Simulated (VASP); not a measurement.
# SnO2 (fluorite type) (Fm-3m) in VASP: notebook

SnO2 (fluorite type) is run at these levels: PBE; tasks: single point, relaxation of cell and atoms.

All numbers are computed with VASP 6.6.1; they aren't measurements. Logs are shortened: lines on timing, memory, paths and dates and some standing lists are left out, and cuts for length are marked.

### 1 The cell of the first run

It takes space group Fm-3m (No. 225, cubic). The conventional cell has a = 5.143 Å, b = 5.143 Å, c = 5.143 Å, α = 90.00°, β = 90.00°, γ = 90.00°. Within 2.9 Å of Sn (site symmetry m-3m) lie 8 O at 2.23 Å. O (site symmetry -43m) has 4 Sn at 2.23 Å and 6 O at 2.57 Å within 2.9 Å.

### 2 Single point, PBE

The input, INCAR:

```
SYSTEM = SnO2
ALGO = Normal
EDIFF = 1E-7
ENCUT = 520
GGA = PE
ISIF = 2
ISMEAR = -1
LASPH = .TRUE.
LCHARG = .FALSE.
LREAL = .FALSE.
LWAVE = .FALSE.
NBANDS = 20
NELM = 80
PREC = Accurate
SIGMA = 0.08
```

The input, KPOINTS:

```
k-points
0
G
  12 12 12
  0 0 0
```

The input, POSCAR:

```
SnO2
1.0
    0.0000000000      2.5715937714      2.5715937714
    2.5715937714      0.0000000000      2.5715937714
    2.5715937714      2.5715937714      0.0000000000
Sn O
1 2
Direct
    0.0000000000      0.0000000000      0.0000000000
    0.2500000000      0.2500000000      0.2500000000
    0.7500000000      0.7500000000      0.7500000000
```

Potentials or basis: VASP PAW PBE potentials, release 64 (Sn_d, O).

Launch:

```sh
cat potpaw_PBE.64/Sn_d/POTCAR potpaw_PBE.64/O/POTCAR > POTCAR
mpirun -np 1 vasp_std > vasp.out
```

OUTCAR:

```text
SYSTEM = SnO2
   EDIFF = 1E-7
   ENCUT = 520
   GGA = PE
   ISIF = 2
   ISMEAR = -1
   LASPH = .TRUE.
   LREAL = .FALSE.
   NELM = 80
   PREC = Accurate

 ion  position               nearest neighbor table
   1  0.000  0.000  0.000-   3 2.23   3 2.23   3 2.23   2 2.23   3 2.23   2 2.23   2 2.23   2 2.23

   2  0.250  0.250  0.250-   1 2.23   1 2.23   1 2.23   1 2.23
   3  0.750  0.750  0.750-   1 2.23   1 2.23   1 2.23   1 2.23

  LATTYP: Found a face centered cubic cell.
 ALAT       =     5.1431875428

  Lattice vectors:

 A1 = (   0.0000000000,   2.5715937714,   2.5715937714)
 A2 = (   2.5715937714,   0.0000000000,   2.5715937714)
 A3 = (   2.5715937714,   2.5715937714,   0.0000000000)

Analysis of symmetry for initial positions (statically):
=====================================================================
 Subroutine PRICEL returns:
 Original cell was already a primitive cell.

 Routine SETGRP: Setting up the symmetry group for a
 face centered cubic supercell.

 Subroutine GETGRP returns: Found 48 space group operations
 (whereof 48 operations were pure point group operations)
 out of a pool of 48 trial point group operations.

The static configuration has the point symmetry O_h .

Analysis of symmetry for dynamics (positions and initial velocities):
=====================================================================
 Subroutine PRICEL returns:
 Original cell was already a primitive cell.

 Routine SETGRP: Setting up the symmetry group for a
 face centered cubic supercell.

 Subroutine GETGRP returns: Found 48 space group operations
 (whereof 48 operations were pure point group operations)
 out of a pool of 48 trial point group operations.

The dynamic configuration has the point symmetry O_h .

 Subroutine INISYM returns: Found 48 space group operations
 (whereof 48 operations are pure point group operations),
 and found     1 'primitive' translations

----------------------------------------------------------------------------------------

                                     Primitive cell

  volume of cell :      34.0124

  direct lattice vectors                    reciprocal lattice vectors
     0.000000000  2.571593771  2.571593771    -0.194431953  0.194431953  0.194431953
     2.571593771  0.000000000  2.571593771     0.194431953 -0.194431953  0.194431953
     2.571593771  2.571593771  0.000000000     0.194431953  0.194431953 -0.194431953

  length of vectors
     3.636782788  3.636782788  3.636782788     0.336766022  0.336766022  0.336766022

  position of ions in fractional coordinates (direct lattice)
     0.000000000  0.000000000  0.000000000
     0.250000000  0.250000000  0.250000000
     0.750000000  0.750000000  0.750000000

  ion indices of the primitive-cell ions
   primitive index   ion index
                 1           1
                 2           2
                 3           3

----------------------------------------------------------------------------------------

 KPOINTS: k-points

Automatic generation of k-mesh.
 Grid dimensions read from file:
 generate k-points for:   12   12   12

 Generating k-lattice:

  Cartesian coordinates                     Fractional coordinates (reciprocal lattice)
    -0.016202663  0.016202663  0.016202663     0.083333333  0.000000000  0.000000000
     0.016202663 -0.016202663  0.016202663     0.000000000  0.083333333  0.000000000
     0.016202663  0.016202663 -0.016202663     0.000000000  0.000000000  0.083333333

  Length of vectors
     0.028063835  0.028063835  0.028063835

  Shift w.r.t. Gamma in fractional coordinates (k-lattice)
     0.000000000  0.000000000  0.000000000

 Subroutine IBZKPT returns following result:
 ===========================================

 Found     72 irreducible k-points:

 Following reciprocal coordinates:
            Coordinates               Weight
  0.000000  0.000000  0.000000      1.000000
  0.083333  0.000000  0.000000      8.000000
  0.166667  0.000000  0.000000      8.000000
  0.250000  0.000000  0.000000      8.000000
  0.333333  0.000000  0.000000      8.000000
  0.416667  0.000000  0.000000      8.000000
[... 16 lines left out ...]
  0.500000  0.166667  0.000000     24.000000
 -0.416667  0.166667  0.000000     24.000000
 [... further k-points ...]
   k-points           NKPTS =     72   k-points in BZ     NKDIM =     72   number of bands    NBANDS=     20
   number of dos      NEDOS =    301   number of ions     NIONS =      3
   total plane-waves  NPLWV =  21952
   dimension x,y,z NGX =    28 NGY =   28 NGZ =   28
   dimension x,y,z NGXF=    56 NGYF=   56 NGZF=   56
   ions per type =               1   2
   NGX,Y,Z   is equivalent  to a cutoff of  12.80, 12.80, 12.80 a.u.
   NGXF,Y,Z  is equivalent  to a cutoff of  25.60, 25.60, 25.60 a.u.
 SYSTEM =  SnO2
   PREC   = accura    normal or accurate (medium, high low for compatibility)
   ISTART =      0    job   : 0-new  1-cont  2-samecut
   ICHARG =      2    charge: 1-file 2-atom 10-const
   ISPIN  =      1    spin polarized calculation?
   LNONCOLLINEAR =      F non collinear calculations
   LSORBIT =      F    spin-orbit coupling
   LASPH  =      T    aspherical Exc in radial PAW
   ENCUT  =  520.0 eV  38.22 Ry    6.18 a.u.   6.76  6.76  6.76*2*pi/ulx,y,z
   NELM   =     80;   NELMIN=  2; NELMDL= -5     # of ELM steps
   EDIFF  = 0.1E-06   stopping-criterion for ELM
   LREAL  =      F    real-space projection
   EDIFFG = 0.1E-05   stopping-criterion for IOM
   NSW    =      0    number of steps for IOM
   IBRION =     -1    ionic relax: 0-MD 1-quasi-New 2-CG
   NFREE  =      0    steps in history (QN), initial steepest desc. (CG)
   ISIF   =      2    stress and relaxation
   ISYM   =      2    0-nonsym 1-usesym 2-fastsym
   POTIM  = 0.5000    time-step for ionic-motion
   TEBEG  =    0.0;   TEEND  =   0.0 temperature during run
   PSTRESS=    0.0 pullay stress
   NELECT =      26.0000    total number of electrons
   NUPDOWN=      -1.0000    fix difference up-down
   EMIN   =  10.00;   EMAX   =-10.00  energy-range for DOS
   EFERMI =   0.00;   METHOD = LEGACY
   ISMEAR =    -1;   SIGMA  =   0.08  broadening in eV -4-tet -1-fermi 0-gaus
   EFERMI_NEDOS =   21; number of points for ismear=-14 and -15
   IALGO  =     38    algorithm
   IMIX   =      4    mixing-type and parameters
     AMIX     =   0.40;   BMIX     =  1.00
     AMIX_MAG =   1.60;   BMIX_MAG =  1.00
  volume/ion in A,a.u.               =      11.34        76.51
  Fermi-wavevector in a.u.,A,eV,Ry     =   1.496880  2.828693 30.485881  2.240649
  Thomas-Fermi vector in A             =   2.608839
   LORBIT       =      0    0 simple, 1 ext, 2 COOP (PROOUT), +10 PAW based schemes
   GGA     = PE    functional components
[... 5 lines left out ...]
 non-spin polarized calculation
  energy-cutoff  :      520.00
  volume of cell :       34.01
 maximum number of plane-waves:       941
   NGX = 13   NGY = 13   NGZ = 13

 number of electron      25.9999990 magnetization

 Free energy of the ion-electron system (eV)
  ---------------------------------------------------
  ext. energy  EPLUGINS =         0.00000000
  ---------------------------------------------------
  free energy    TOTEN  =       -17.91720804 eV

  energy without entropy =      -17.91639878  energy(sigma->0) =      -17.91680341

 E-fermi :   7.7310     XC(G=0): -11.6789

 val. band max:        7.3906928139   @ k =  -0.2500   0.5000   0.2500
 cond. band min:       8.0630040998   @ k =   0.0833   0.0000   0.0000
 fundamental gap:      0.6723112859
 Fermi energy:         7.7309530574

 k-point     1 :       0.0000    0.0000    0.0000
  band No.  band energies     occupation
      1     -13.1743      2.00000
      2     -13.1743      2.00000
      3     -13.1743      2.00000
      4     -13.0487      2.00000
      5     -13.0487      2.00000
      6     -11.9328      2.00000
[... 12 lines left out ...]
     19      22.4949      0.00000
     20      22.4949      0.00000

 k-point     2 :       0.0833    0.0000    0.0000
  band No.  band energies     occupation
      1     -13.1980      2.00000
      2     -13.1694      2.00000
      3     -13.1694      2.00000
      4     -13.0489      2.00000
      5     -13.0489      2.00000
      6     -11.8655      2.00000
[... 12 lines left out ...]
     19      22.5079      0.00000
     20      22.5079      0.00000

 k-point     3 :       0.1667    0.0000    0.0000
  band No.  band energies     occupation
      1     -13.2684      2.00000
      2     -13.1572      2.00000
      3     -13.1572      2.00000
      4     -13.0482      2.00000
      5     -13.0482      2.00000
      6     -11.6556      2.00000
[... 12 lines left out ...]
     19      22.5457      0.00000
     20      22.5457      0.00000

 k-point     4 :       0.2500    0.0000    0.0000
  band No.  band energies     occupation
      1     -13.3711      2.00000
      2     -13.1446      2.00000
      3     -13.1446      2.00000
      4     -13.0431      2.00000
      5     -13.0431      2.00000
      6     -11.3009      2.00000
[... 12 lines left out ...]
     19      22.5940      0.00000
     20      23.2132      0.00000

 k-point     5 :       0.3333    0.0000    0.0000
  band No.  band energies     occupation
      1     -13.4753      2.00000
      2     -13.1376      2.00000
      3     -13.1376      2.00000
      4     -13.0322      2.00000
      5     -13.0322      2.00000
      6     -10.8273      2.00000
[... 12 lines left out ...]
     19      22.6122      0.00000
     20      23.2446      0.00000
[... 353 lines left out ...]
      6     -10.9826      2.00000
[... 12 lines left out ...]
     19      23.1732      0.00000
     20      25.5076      0.00000

 k-point    22 :       0.4167    0.1667    0.0000
  band No.  band energies     occupation
      1     -13.4886      2.00000
      2     -13.1834      2.00000
      3     -13.1084      2.00000
      4     -13.0656      2.00000
      5     -13.0171      2.00000
      6     -10.4993      2.00000
[... 12 lines left out ...]
     19      23.2127      0.00000
     20      25.5691      0.00000

 k-point    23 :       0.5000    0.1667    0.0000
  band No.  band energies     occupation
      1     -13.5209      2.00000
      2     -13.2053      2.00000
      3     -13.1082      2.00000
      4     -13.0585      2.00000
      5     -13.0159      2.00000
      6      -9.9775      2.00000
[... 12 lines left out ...]
     19      23.0138      0.00000
     20      25.6380      0.00000

 k-point    24 :      -0.4167    0.1667    0.0000
  band No.  band energies     occupation
      1     -13.5158      2.00000
      2     -13.2204      2.00000
      3     -13.1090      2.00000
      4     -13.0509      2.00000
      5     -13.0247      2.00000
      6      -9.7615      2.00000
[... 12 lines left out ...]
     19      22.7257      0.00000
     20      25.8095      0.00000

 [... further k-points ...]

------------------------ aborting loop because EDIFF is reached ----------------------------------------

  FORCE on cell =-STRESS in cart. coord.  units (eV):
  Direction    XX          YY          ZZ          XY          YZ          ZX
  --------------------------------------------------------------------------------------
  -------------------------------------------------------------------------------------
  Total        0.1206141      0.1206141      0.1206141      0.0000000     -0.0000000      0.0000000
  in kB        5.6816133      5.6816133      5.6816133      0.0000000     -0.0000000      0.0000000
  external PRESSURE =       5.6816133 kB  Pullay stress =       0.0000000 kB

 VOLUME and BASIS-vectors are now :
 -----------------------------------------------------------------------------
  energy-cutoff  :      520.00
  volume of cell :       34.01
      direct lattice vectors                 reciprocal lattice vectors
     0.000000000  2.571593771  2.571593771    -0.194431953  0.194431953  0.194431953
     2.571593771  0.000000000  2.571593771     0.194431953 -0.194431953  0.194431953
     2.571593771  2.571593771  0.000000000     0.194431953  0.194431953 -0.194431953

 POSITION                                       TOTAL-FORCE (eV/Angst)
 -----------------------------------------------------------------------------------
      0.00000      0.00000      0.00000        -0.000000      0.000000      0.000000
      1.28580      1.28580      1.28580        -0.000000     -0.000000      0.000000
      3.85739      3.85739      3.85739         0.000000      0.000000     -0.000000
 -----------------------------------------------------------------------------------
    total drift:                                0.000000     -0.000000      0.000000

  FREE ENERGIE OF THE ION-ELECTRON SYSTEM (eV)
  ---------------------------------------------------
  free  energy   TOTEN  =       -17.9172080365 eV

  energy  without entropy=      -17.9163987780  energy(sigma->0) =      -17.91680341
```

Wall time 29 s (1 thread of Intel Xeon Platinum 8488C (Sapphire Rapids), shared host); peak memory 0.18 GiB.

What came out:

```yaml
Free_energy: -17.9172 eV
Pressure: 0.6 GPa
Band_gap_on_the_k_mesh: zero (band 13 reaches 7.39 eV, above the bottom of band 14 at 7.23 eV)
```

Caveat: spin-orbit coupling is left out, which moves the levels of the heavy elements.

(Continued in part 2 of 2.)
